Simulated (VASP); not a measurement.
# WS (F-43m) in VASP: further runs

WS is run at these levels: r2SCAN+U; tasks: single point.

All numbers are computed with VASP 6.6.1; they aren't measurements. Logs are shortened: lines on timing, memory, paths and dates and some standing lists are left out, and cuts for length are marked.

## (1) The cell of the first run

Symmetry: F-43m, No. 216, cubic system. Conventional cell: a = 5.757 Å, b = 5.757 Å, c = 5.757 Å, α = 90.00°, β = 90.00°, γ = 90.00°. W (site symmetry -43m) has 4 S at 2.49 Å within 3.3 Å. S (site symmetry -43m) has 4 W at 2.49 Å within 3.3 Å.

## (2) Single point, r2SCAN+U

File POSCAR:

```
WS
1.0
    0.0000000000      2.8783477796      2.8783477796
    2.8783477796      0.0000000000      2.8783477796
    2.8783477796      2.8783477796      0.0000000000
W S
1 1
Direct
    0.0000000000      0.0000000000      0.0000000000
    0.2500000000      0.2500000000      0.2500000000
```

File INCAR.step1:

```
SYSTEM = WS
PREC = Accurate ; ENCUT = 520
ISMEAR = 0 ; SIGMA = 0.1
LREAL = .FALSE. ; LASPH = .TRUE.
NELM = 150 ; LMAXMIX = 4
LDAU = .TRUE. ; LDAUTYPE = 2
LDAUL = 2 -1 ; LDAUU = 6.2 0
LDAUJ = 0 0 ; NBANDS = 17
GGA = PE ; ALGO = Normal
EDIFF = 1E-4 ; LWAVE = .TRUE.
LCHARG = .FALSE.
```

File INCAR.step2:

```
SYSTEM = WS
PREC = Accurate ; ENCUT = 520
EDIFF = 1E-7 ; ISMEAR = 0
SIGMA = 0.1 ; LREAL = .FALSE.
LASPH = .TRUE. ; NELM = 150
ALGO = Normal ; ISIF = 2
LWAVE = .FALSE. ; LCHARG = .FALSE.
LMAXMIX = 4 ; LDAU = .TRUE.
LDAUTYPE = 2 ; LDAUL = 2 -1
LDAUU = 6.2 0 ; LDAUJ = 0 0
LDAUPRINT = 1 ; METAGGA = R2SCAN
LMIXTAU = .TRUE. ; NBANDS = 17
ISTART = 1
```

File KPOINTS:

```
Automatic mesh
0
G
  12 12 12
  0 0 0
```

Potentials or basis: VASP PAW PBE potentials, release 64 (W_sv, S).

Run with:

```sh
$ cat potpaw_PBE.64/W_sv/POTCAR potpaw_PBE.64/S/POTCAR > POTCAR
$ cp INCAR.step1 INCAR
$ mpirun -np 1 vasp_std > vasp.out
$ cp INCAR.step2 INCAR
$ mpirun -np 1 vasp_std > vasp.out
```

OUTCAR:

```text
SYSTEM = WS
   PREC = Accurate
   ENCUT = 520
   EDIFF = 1E-7
   ISMEAR = 0
   LREAL = .FALSE.
   LASPH = .TRUE.
   NELM = 150
   ISIF = 2
   METAGGA = R2SCAN
   ISTART = 1

 ion  position               nearest neighbor table
   1  0.000  0.000  0.000-   2 2.49   2 2.49   2 2.49   2 2.49
   2  0.250  0.250  0.250-   1 2.49   1 2.49   1 2.49   1 2.49

  LATTYP: Found a face centered cubic cell.
 ALAT       =     5.7566955592

  Lattice vectors:

 A1 = (   0.0000000000,   2.8783477796,   2.8783477796)
 A2 = (   2.8783477796,   0.0000000000,   2.8783477796)
 A3 = (   2.8783477796,   2.8783477796,   0.0000000000)

Analysis of symmetry for initial positions (statically):
=====================================================================
 Subroutine PRICEL returns:
 Original cell was already a primitive cell.

 Routine SETGRP: Setting up the symmetry group for a
 face centered cubic supercell.

 Subroutine GETGRP returns: Found 24 space group operations
 (whereof 24 operations were pure point group operations)
 out of a pool of 48 trial point group operations.

The static configuration has the point symmetry T_d .

Analysis of symmetry for dynamics (positions and initial velocities):
=====================================================================
 Subroutine PRICEL returns:
 Original cell was already a primitive cell.

 Routine SETGRP: Setting up the symmetry group for a
 face centered cubic supercell.

 Subroutine GETGRP returns: Found 24 space group operations
 (whereof 24 operations were pure point group operations)
 out of a pool of 48 trial point group operations.

The dynamic configuration has the point symmetry T_d .

 Subroutine INISYM returns: Found 24 space group operations
 (whereof 24 operations are pure point group operations),
 and found     1 'primitive' translations

----------------------------------------------------------------------------------------

                                     Primitive cell

  volume of cell :      47.6936

  direct lattice vectors                    reciprocal lattice vectors
     0.000000000  2.878347780  2.878347780    -0.173710767  0.173710767  0.173710767
     2.878347780  0.000000000  2.878347780     0.173710767 -0.173710767  0.173710767
     2.878347780  2.878347780  0.000000000     0.173710767  0.173710767 -0.173710767

  length of vectors
     4.070598467  4.070598467  4.070598467     0.300875874  0.300875874  0.300875874

  position of ions in fractional coordinates (direct lattice)
     0.000000000  0.000000000  0.000000000
     0.250000000  0.250000000  0.250000000

  ion indices of the primitive-cell ions
   primitive index   ion index
                 1           1
                 2           2

----------------------------------------------------------------------------------------

 KPOINTS: Automatic mesh

Automatic generation of k-mesh.
 Grid dimensions read from file:
 generate k-points for:   12   12   12

 Generating k-lattice:

  Cartesian coordinates                     Fractional coordinates (reciprocal lattice)
    -0.014475897  0.014475897  0.014475897     0.083333333  0.000000000  0.000000000
     0.014475897 -0.014475897  0.014475897     0.000000000  0.083333333  0.000000000
     0.014475897  0.014475897 -0.014475897     0.000000000  0.000000000  0.083333333

  Length of vectors
     0.025072989  0.025072989  0.025072989

  Shift w.r.t. Gamma in fractional coordinates (k-lattice)
     0.000000000  0.000000000  0.000000000

 Subroutine IBZKPT returns following result:
 ===========================================

 Found     72 irreducible k-points:

 Following reciprocal coordinates:
            Coordinates               Weight
  0.000000  0.000000  0.000000      1.000000
  0.083333  0.000000  0.000000      8.000000
  0.166667  0.000000  0.000000      8.000000
  0.250000  0.000000  0.000000      8.000000
  0.333333  0.000000  0.000000      8.000000
  0.416667  0.000000  0.000000      8.000000
[... 16 lines left out ...]
  0.500000  0.166667  0.000000     24.000000
 -0.416667  0.166667  0.000000     24.000000
 [... further k-points ...]
   k-points           NKPTS =     72   k-points in BZ     NKDIM =     72   number of bands    NBANDS=     17
   number of dos      NEDOS =    301   number of ions     NIONS =      2
   total plane-waves  NPLWV =  27000
   dimension x,y,z NGX =    30 NGY =   30 NGZ =   30
   dimension x,y,z NGXF=    60 NGYF=   60 NGZF=   60
   ions per type =               1   1
   NGX,Y,Z   is equivalent  to a cutoff of  12.25, 12.25, 12.25 a.u.
   NGXF,Y,Z  is equivalent  to a cutoff of  24.50, 24.50, 24.50 a.u.
 SYSTEM =  WS
   PREC   = accura    normal or accurate (medium, high low for compatibility)
   ISTART =      1    job   : 0-new  1-cont  2-samecut
   ICHARG =      0    charge: 1-file 2-atom 10-const
   ISPIN  =      1    spin polarized calculation?
   LNONCOLLINEAR =      F non collinear calculations
   LSORBIT =      F    spin-orbit coupling
   LASPH  =      T    aspherical Exc in radial PAW
   ENCUT  =  520.0 eV  38.22 Ry    6.18 a.u.   7.57  7.57  7.57*2*pi/ulx,y,z
   NELM   =    150;   NELMIN=  2; NELMDL=  0     # of ELM steps
   EDIFF  = 0.1E-06   stopping-criterion for ELM
   LREAL  =      F    real-space projection
   EDIFFG = 0.1E-05   stopping-criterion for IOM
   NSW    =      0    number of steps for IOM
   IBRION =     -1    ionic relax: 0-MD 1-quasi-New 2-CG
   NFREE  =      0    steps in history (QN), initial steepest desc. (CG)
   ISIF   =      2    stress and relaxation
   ISYM   =      2    0-nonsym 1-usesym 2-fastsym
   POTIM  = 0.5000    time-step for ionic-motion
   TEBEG  =    0.0;   TEEND  =   0.0 temperature during run
   PSTRESS=    0.0 pullay stress
   NELECT =      20.0000    total number of electrons
   NUPDOWN=      -1.0000    fix difference up-down
   EMIN   =  10.00;   EMAX   =-10.00  energy-range for DOS
   EFERMI =   0.00;   METHOD = LEGACY
   ISMEAR =     0;   SIGMA  =   0.10  broadening in eV -4-tet -1-fermi 0-gaus
   EFERMI_NEDOS =   21; number of points for ismear=-14 and -15
   IALGO  =     38    algorithm
   IMIX   =      4    mixing-type and parameters
     AMIX     =   0.40;   BMIX     =  1.00
     AMIX_MAG =   1.60;   BMIX_MAG =  1.00
  volume/ion in A,a.u.               =      23.85       160.93
  Fermi-wavevector in a.u.,A,eV,Ry     =   1.225363  2.315601 20.429357  1.501515
  Thomas-Fermi vector in A             =   2.360404
   LORBIT       =      0    0 simple, 1 ext, 2 COOP (PROOUT), +10 PAW based schemes
 LDA+U is selected, type is set to LDAUTYPE =  2
   angular momentum for each species LDAUL =     2   -1
   U (eV)           for each species LDAUU =   6.2  0.0
   J (eV)           for each species LDAUJ =   0.0  0.0
   METAGGA = R2SCAN    functional components
   LHFCALC =     F    Hartree Fock is set to
   AEXX    =    0.0000 exact exchange contribution
   IVDW    =     0    specifies the selected vdW correction
   LEPSILON=     F    determine dielectric tensor
   LRPA    =     F    only Hartree local field effects (RPA)
 non-spin polarized calculation
 Gauss-broadening in eV      SIGMA  =   0.10
  energy-cutoff  :      520.00
  volume of cell :       47.69
 maximum number of plane-waves:      1304
   NGX = 15   NGY = 15   NGZ = 15

atom =   1  type =  1  l = 2

 onsite density matrix

spin component  1

  0.1095 -0.0000  0.0000 -0.0000  0.0000
 -0.0000  0.1095 -0.0000 -0.0000  0.0000
  0.0000 -0.0000  0.7057 -0.0000  0.0000
 -0.0000 -0.0000 -0.0000  0.1095  0.0000
  0.0000  0.0000  0.0000  0.0000  0.7057

spin component  2

  0.1095 -0.0000  0.0000 -0.0000  0.0000
 -0.0000  0.1095 -0.0000 -0.0000  0.0000
  0.0000 -0.0000  0.7057 -0.0000  0.0000
 -0.0000 -0.0000 -0.0000  0.1095  0.0000
  0.0000  0.0000  0.0000  0.0000  0.7057

 occupancies and eigenvectors

  o =  0.1095  v =  0.0000  0.9309 -0.0000  0.3652 -0.0000  0.0000  0.0000  0.0000  0.0000  0.0000      0.0000  0.0000  0.0000  0.0000  0.0000  0.0000  0.0000  0.0000  0.0000  0.0000
  o =  0.1095  v =  0.0000  0.0000  0.0000  0.0000  0.0000  0.0000  0.9309 -0.0000  0.3652 -0.0000      0.0000  0.0000  0.0000  0.0000  0.0000  0.0000  0.0000  0.0000  0.0000  0.0000
  o =  0.1095  v =  0.0000 -0.3652 -0.0000  0.9309  0.0000  0.0000  0.0000  0.0000  0.0000  0.0000      0.0000  0.0000  0.0000  0.0000  0.0000  0.0000  0.0000  0.0000  0.0000  0.0000
  o =  0.1095  v =  0.0000  0.0000  0.0000  0.0000  0.0000  0.0000 -0.3652 -0.0000  0.9309  0.0000      0.0000  0.0000  0.0000  0.0000  0.0000  0.0000  0.0000  0.0000  0.0000  0.0000
  o =  0.1095  v =  1.0000  0.0000  0.0000  0.0000  0.0000  0.0000  0.0000  0.0000  0.0000  0.0000      0.0000  0.0000  0.0000  0.0000  0.0000  0.0000  0.0000  0.0000  0.0000  0.0000
  o =  0.1095  v =  0.0000  0.0000  0.0000  0.0000  0.0000  1.0000  0.0000  0.0000  0.0000  0.0000      0.0000  0.0000  0.0000  0.0000  0.0000  0.0000  0.0000  0.0000  0.0000  0.0000
  o =  0.7057  v =  0.0000  0.0000  0.0000  0.0000  0.0000  0.0000  0.0000  0.9987  0.0000  0.0512      0.0000  0.0000  0.0000  0.0000  0.0000  0.0000  0.0000  0.0000  0.0000  0.0000
  o =  0.7057  v =  0.0000  0.0000  0.9987  0.0000  0.0512  0.0000  0.0000  0.0000  0.0000  0.0000      0.0000  0.0000  0.0000  0.0000  0.0000  0.0000  0.0000  0.0000  0.0000  0.0000
  o =  0.7057  v =  0.0000  0.0000  0.0512 -0.0000 -0.9987  0.0000  0.0000  0.0000  0.0000  0.0000      0.0000  0.0000  0.0000  0.0000  0.0000  0.0000  0.0000  0.0000  0.0000  0.0000
  o =  0.7057  v =  0.0000  0.0000  0.0000  0.0000  0.0000  0.0000  0.0000  0.0512 -0.0000 -0.9987      0.0000  0.0000  0.0000  0.0000  0.0000  0.0000  0.0000  0.0000  0.0000  0.0000

 number of electron      19.9999999 magnetization

 Free energy of the ion-electron system (eV)
  ---------------------------------------------------
  ext. energy  EPLUGINS =         0.00000000
  ---------------------------------------------------
  free energy    TOTEN  =       -51.43136299 eV

  energy without entropy =      -51.42807067  energy(sigma->0) =      -51.42971683

 E-fermi :   5.1548     XC(G=0): -10.3891

 val. band max:        5.1522851717   @ k =  -0.4167   0.5000   0.0833
 cond. band min:       5.2122504681   @ k =  -0.4167   0.4167   0.0000
 fundamental gap:      0.0599652964
 Fermi energy:         5.1548494583

 k-point     1 :       0.0000    0.0000    0.0000
  band No.  band energies     occupation
      1     -70.2506      2.00000
      2     -33.8383      2.00000
      3     -33.8382      2.00000
      4     -33.8382      2.00000
      5      -9.5515      2.00000
      6       0.9566      2.00000
[... 9 lines left out ...]
     16      12.8167      0.00000
     17      12.8167      0.00000
[... 441 lines left out ...]
 k-point    24 :      -0.4167    0.1667    0.0000
  band No.  band energies     occupation
      1     -70.2500      2.00000
      2     -33.8680      2.00000
      3     -33.8486      2.00000
      4     -33.8443      2.00000
      5      -8.7673      2.00000
      6      -0.4531      2.00000
[... 9 lines left out ...]
     16      14.2156      0.00000
     17      14.3257      0.00000

 [... further k-points ...]
[... 5 lines left out ...]
  --------------------------------------------------------------------------------------
  -------------------------------------------------------------------------------------
  Total       -0.7146409     -0.7146409     -0.7146409      0.0000000      0.0000000     -0.0000000
  in kB      -24.0070412    -24.0070412    -24.0070412      0.0000000      0.0000000     -0.0000000
  external PRESSURE =     -24.0070412 kB  Pullay stress =       0.0000000 kB

 VOLUME and BASIS-vectors are now :
 -----------------------------------------------------------------------------
  energy-cutoff  :      520.00
  volume of cell :       47.69
      direct lattice vectors                 reciprocal lattice vectors
     0.000000000  2.878347780  2.878347780    -0.173710767  0.173710767  0.173710767
     2.878347780  0.000000000  2.878347780     0.173710767 -0.173710767  0.173710767
     2.878347780  2.878347780  0.000000000     0.173710767  0.173710767 -0.173710767

 POSITION                                       TOTAL-FORCE (eV/Angst)
 -----------------------------------------------------------------------------------
      0.00000      0.00000      0.00000         0.000000      0.000000      0.000000
      1.43917      1.43917      1.43917        -0.000000     -0.000000     -0.000000
 -----------------------------------------------------------------------------------
    total drift:                               -0.000001     -0.000001     -0.000001

  FREE ENERGIE OF THE ION-ELECTRON SYSTEM (eV)
  ---------------------------------------------------
  free  energy   TOTEN  =       -51.4313629875 eV

  energy  without entropy=      -51.4280706744  energy(sigma->0) =      -51.42971683
```

Run time: 2.1 min. Hardware: 1 thread of Intel Xeon 6975P-C (Granite Rapids), shared host; peak memory 0.2 GiB.

Results:

| Item | Value |
| --- | --- |
| Free energy | -51.4314 eV |
| Pressure | -2.4 GPa |
| Band gap on the k mesh | zero (bands 10 and 11 overlap by 0.01 eV) |

Eigenvalues of the final occupation matrices:
```
    site  spin  trace               eigenvalues
site 1 d     1   1.74  0.11 0.11 0.11 0.71 0.71
site 1 d     2   1.74  0.11 0.11 0.11 0.71 0.71
```

Caveat: the PAW data sets were made with another functional, which shifts forces and pressure a little; spin-orbit coupling is left out, which moves the levels of the heavy elements; U without spin polarisation on a metal has little footing.

## (3) Single point, r2SCAN+U

This run uses another cell than the first one, of 24.14 Å³/atom.

File POSCAR:

```
WS
1.0
    0.0000000000      2.8902264970      2.8902264970
    2.8902264970      0.0000000000      2.8902264970
    2.8902264970      2.8902264970      0.0000000000
W S
1 1
Direct
    0.0000000000      0.0000000000      0.0000000000
    0.2500000000      0.2500000000      0.2500000000
```

File INCAR.step1:

```
PREC = Accurate
ENCUT = 520
ISMEAR = 0
SIGMA = 0.1
LREAL = F
LASPH = T
NELM = 150
LMAXMIX = 4
LDAU = T
LDAUTYPE = 2
LDAUL = 2 -1
LDAUU = 6.2 0
LDAUJ = 0 0
NBANDS = 17
GGA = PE
ALGO = Normal
EDIFF = 1E-4
LWAVE = T
LCHARG = F
```

File INCAR.step2:

```
PREC = Accurate
ENCUT = 520
EDIFF = 1E-6
ISMEAR = 0
SIGMA = 0.1
LREAL = F
LASPH = T
NELM = 150
ALGO = Normal
ISIF = 2
LWAVE = F
LCHARG = F
LMAXMIX = 4
LDAU = T
LDAUTYPE = 2
LDAUL = 2 -1
LDAUU = 6.2 0
LDAUJ = 0 0
LDAUPRINT = 1
METAGGA = R2SCAN
LMIXTAU = T
NBANDS = 17
ISTART = 1
```

File KPOINTS:

```
Automatic mesh
0
Gamma
  12 12 12
```

Potentials or basis: VASP PAW PBE potentials, release 64 (W_sv, S).

Run with:

```sh
$ cat potpaw_PBE.64/W_sv/POTCAR potpaw_PBE.64/S/POTCAR > POTCAR
$ cp INCAR.step1 INCAR
$ mpirun -np 1 vasp_std > vasp.out
$ cp INCAR.step2 INCAR
$ mpirun -np 1 vasp_std > vasp.out
```

Wall time 1.8 min (1 thread of Intel Xeon 6975P-C (Granite Rapids), shared host); peak memory 0.2 GiB.

The run converged. Its results:

- Free energy: -51.4216 eV
- Pressure: -3.0 GPa
- Band gap on the k mesh: 0.05 eV (least direct gap 0.18 eV)

Levels at points of the mesh, in eV from the valence-band top:
| k point | band 8 | band 9 | band 10 | band 11 | band 12 | band 13 |
| --- | --- | --- | --- | --- | --- | --- |
| (0.00, 0.00, 0.00) | -4.11 | -1.03 | -1.03 | 0.67 | 5.84 | 5.84 |
| (0.50, 0.00, 0.00) | -4.14 | -0.34 | -0.34 | 1.85 | 3.74 | 3.94 |
| (0.50, 0.50, 0.00) | -3.71 | -0.68 | -0.20 | 0.05 | 3.41 | 3.41 |

Eigenvalues of the final occupation matrices:
```tsv
site	spin	trace	eigenvalues
site 1 d	1	1.74	0.11 0.11 0.11 0.71 0.71
site 1 d	2	1.74	0.11 0.11 0.11 0.71 0.71
```

Caveat: the PAW data sets were made with another functional, which shifts forces and pressure a little; spin-orbit coupling is left out, which moves the levels of the heavy elements. A k mesh can miss the band edges.

[end of part 1 of 2]
